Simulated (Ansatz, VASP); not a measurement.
RbBr in VASP and in Ansatz

The input INCAR:

```
PREC = Accurate ; ENCUT = 520
EDIFF = 1E-6 ; ISMEAR = 0
SIGMA = 0.01 ; LREAL = F
LASPH = T ; NELM = 60
ALGO = Normal ; ISIF = 2
LWAVE = F ; LCHARG = F
GGA = PS ; IBRION = 2
NSW = 50 ; EDIFFG = -0.002
```

Contents of KPOINTS:

```
Automatic mesh
0
Gamma
  6 6 6
```

The input POSCAR:

```
RbBr
1.0
    4.0700851177      0.0101752128      0.0101752128
    0.0101752128      4.0700851177      0.0101752128
    0.0101752128      0.0101752128      4.0700851177
Rb Br
1 1
Direct
    0.0000000000      0.0000000000      0.0000000000
    0.5000000000      0.5000000000      0.5000000000
```

Input for Ansatz:

```yaml
crystal:
  lattice:
    - [4.07008511772, 0.01017521279, 0.01017521279]
    - [0.01017521279, 4.07008511772, 0.01017521279]
    - [0.01017521279, 0.01017521279, 4.07008511772]
  atoms:
    - { symbol: Rb, position: [0.0, 0.0, 0.0] }
    - { symbol: Br, position: [0.5, 0.5, 0.5] }
kpoints:
  mp_grid: { grid: [6, 6, 6] }
scf:
  occupations: { method: fixed }
  convergence: { dr2_threshold: 1.0e-10 }
hamiltonian:
  xc: pbesol
  pseudopotentials: { kind: all_electron, lapw: { basis_error: 0.0005 } }
output:
  forces: true
  stress: true
  eigenstates:
    kpoints:
      - [0.0, 0.0, 0.0]
      - [0.0, 0.5, 0.5]
      - [0.5, 0.0, 0.5]
      - [0.5, 0.5, 0.0]
      - [-0.5, -0.5, -0.5]
      - [0.0, -0.5, 0.0]
      - [0.0, 0.0, -0.5]
      - [-0.5, 0.0, 0.0]
relax:
  f_tol: 0.002
  max_steps: 30
```

Change from the starting cell: equal xy, yz and zx engineering shears of +0.5 %.

Alike in both runs: task relaxation of the atoms; functional PBEsol; k mesh 6 × 6 × 6; no spin polarisation.

|  | VASP | Ansatz |
| --- | --- | --- |
| version | VASP 6.6.1 | Ansatz 0.2.0 |
| potentials or method | VASP PAW PBE potentials, release 64 (Rb_sv, Br), cutoff 520 eV | all-electron LAPW, scalar-relativistic |
| occupations | gaussian, width 0.01 eV | fixed |

|  | VASP | Ansatz | Ansatz less VASP |
| --- | --- | --- | --- |
| gap on the k mesh at the Fermi level, each at its own relaxed structure (eV) | 4.04 | 4.04 | +0.002 |

VASP's potentials were made for PBE, not for PBEsol. Ansatz ran all-electron here, and VASP with PAW potentials.

Noted on VASP's run: the relaxation stopped at its first step, so nothing moved.
